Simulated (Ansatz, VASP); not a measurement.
# Two plane-wave programs on Lu2MnBr

The input INCAR:

```
SYSTEM = Lu2MnBr
PREC = Accurate
ENCUT = 520
EDIFF = 1E-6
ISMEAR = 0
SIGMA = 0.1
LREAL = .False.
LASPH = .True.
NELM = 150
ALGO = Normal
ISIF = 2
LWAVE = .False.
LCHARG = .False.
ISPIN = 2
MAGMOM = 0 0 4 0
LORBIT = 11
LMAXMIX = 4
GGA = PE
NBANDS = 47
```

Contents of KPOINTS:

```
Automatic mesh
0
Gamma
  6 6 4
  0 0 0
```

POSCAR

```
Lu2MnBr
1.0
    4.5782677300      0.0000000000      0.0000000000
   -2.2891338600      3.9648961600      0.0000000000
    0.0000000000      0.0000000000      5.4682623400
Lu Mn Br
2 1 1
Direct
    0.3333333300      0.6666666700      0.5000000000
    0.6666666700      0.3333333300      0.5000000000
    0.0000000000      0.0000000000      0.0000000000
    0.0000000000      0.0000000000      0.5000000000
```

Input for Ansatz:

```yaml
crystal:
  lattice:
    - [4.57826773, 0.0, 0.0]
    - [-2.28913386, 3.96489616, 0.0]
    - [0.0, 0.0, 5.46826234]
  atoms:
    - { symbol: Lu, position: [0.33333333, 0.66666667, 0.5] }
    - { symbol: Lu, position: [0.66666667, 0.33333333, 0.5] }
    - { symbol: Mn, position: [0.0, 0.0, 0.0], spin: 4.0 }
    - { symbol: Br, position: [0.0, 0.0, 0.5] }
basis:
  ecutwfc: 420
kpoints:
  mp_grid: { grid: [6, 6, 4] }
hamiltonian:
  xc: pbe
scf:
  occupations: { method: gaussian, width: 0.1 }
  lower_state_search: "off"
output:
  forces: true
  stress: true
  eigenvalues: true
  populations: true
magnetization:
  spin_polarized: true
```

Alike in both runs: task single point; functional PBE; k mesh 6 × 6 × 4; occupations gaussian, width 0.1 eV; collinear spin.

|  | VASP | Ansatz |
| --- | --- | --- |
| version | VASP 6.6.1 | Ansatz 0.2.0 |
| potentials or method | VASP PAW PBE potentials, release 64 (Lu, Mn_pv, Br), cutoff 520 eV | scalar-relativistic, plane waves, PAW |
| valence electrons in the cell | 70 | 72 |

Ansatz gave:

| Quantity | Value |
| --- | --- |
| gap on the k mesh at the Fermi level (eV) | none |
| pressure (GPa) | 12.3 |
| traceless stress, the component that is largest in VASP (GPa) | -21.68 |
| net moment per atom (μB) | 0.82 |
| size of the moment on the site where the two differ most (μB) | 0.18 |

Q: Which values does VASP return?

A: gap on the k mesh at the Fermi level (eV): none; pressure (GPa): 12.9; traceless stress, the component that is largest in VASP (GPa): -22.26; net moment per atom (μB): 0.82; size of the moment on the site where the two differ most (μB): 0.30.

Site moments also hang on the region over which each program counts them. A gap of «none» marks a metal or a gap that the smearing closes. VASP's potentials hold 70 valence electrons a cell and Ansatz's 72, so a difference there can come from the potentials and not from the codes.

Spin-orbit coupling is off throughout.
